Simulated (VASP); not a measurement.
AlGeS6:

```
Al Ge S
1.0
     0.00000    4.42899    4.42899
     4.42899    0.00000    4.42899
     4.42899    4.42899    0.00000
Al Ge S
1 1 6
Direct
  0.50000 0.50000 0.50000
  0.00000 0.00000 0.00000
  0.50000 0.00000 0.00000
  0.00000 0.50000 0.50000
  0.00000 0.50000 0.00000
  0.50000 0.00000 0.50000
  0.00000 0.00000 0.50000
  0.50000 0.50000 0.00000
```

The cell was built from a structure type or drawn by symmetry, and may not be a known phase.

```yaml
Program: VASP 6.6.1
Task: relaxation of cell and atoms
Functional: PBE
Potentials_or_basis: VASP PAW PBE potentials, release 64 (Al, Ge_d, S)
Cutoff: 600 eV
k_mesh: 4 × 4 × 4
Occupations: gaussian, width 0.1 eV
Spin: no spin polarisation
```

At the start: pressure -10.4 GPa; volume 21.72 Å³/atom.

Question: How do energy, volume and symmetry change on relaxing?

Answer: Over 3 steps the energy falls by 197.2 meV/atom and the volume is 16.93 Å³/atom (-22.1 %); space group Fm-3m (No. 225, to 0.1 Å) before and after.

Step by step:
| step | energy change (eV) | largest force (eV/Å) | pressure (GPa) | volume (Å³) |
| --- | --- | --- | --- | --- |
| 1 | 0.0000 | 0.0000 | -10.38 | 173.76 |
| 2 | -1.5289 | 0.0000 | -2.71 | 140.71 |
| 3 | -1.5778 | 0.0000 | -0.20 | 135.44 |

Final structure:
```
Al Ge S
1.0
     0.00000    4.07605    4.07605
     4.07605    0.00000    4.07605
     4.07605    4.07605    0.00000
Al Ge S
1 1 6
Direct
  0.50000 0.50000 0.50000
  0.00000 0.00000 0.00000
  0.50000 0.00000 0.00000
  0.00000 0.50000 0.50000
  0.00000 0.50000 0.00000
  0.50000 0.00000 0.50000
  0.00000 0.00000 0.50000
  0.50000 0.50000 0.00000
```

Caveat: the volume moved by over 15 % at a fixed basis, so the end points are rough.
